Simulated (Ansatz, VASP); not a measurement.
Two plane-wave programs on WC

```
CELL_PARAMETERS angstrom
2.88207 0.00000 0.00000
-1.44104 2.49595 0.00000
0.00000 0.00000 2.82387
ATOMIC_POSITIONS crystal
W 0.00000 0.00000 0.00000
C 0.66667 0.33333 0.50000
```

Alike in both runs: task single point; functional LDA; k mesh 9 × 9 × 6; occupations gaussian, width 0.1 eV; no spin polarisation.

```csv
,VASP,Ansatz
version,VASP 6.6.1,Ansatz 0.2.0
potentials or method,"VASP PAW LDA potentials, release 64 (W_sv, C_h), cutoff 1300 eV","scalar-relativistic, plane waves, PAW"
valence electrons in the cell,18,18
```

Ansatz gave:

| Property | Result |
| --- | --- |
| gap on the k mesh at the Fermi level (eV) | none |
| pressure (GPa) | -1.1 |
| traceless stress, the component that is largest in VASP (GPa) | -3.79 |

Q: What did VASP give for the same quantities?

A: gap on the k mesh at the Fermi level (eV): none; pressure (GPa): 1.3; traceless stress, the component that is largest in VASP (GPa): -3.59.

Ansatz warns that its potentials were made for another functional, while VASP's fit it. LDA's correlation is that of Perdew and Zunger in VASP and of Perdew and Wang (1992) in Ansatz. A gap of «none» marks a metal or a gap that the smearing closes.

The k mesh is coarse, so the values compare programs but aren't converged. Spin-orbit coupling is off throughout.
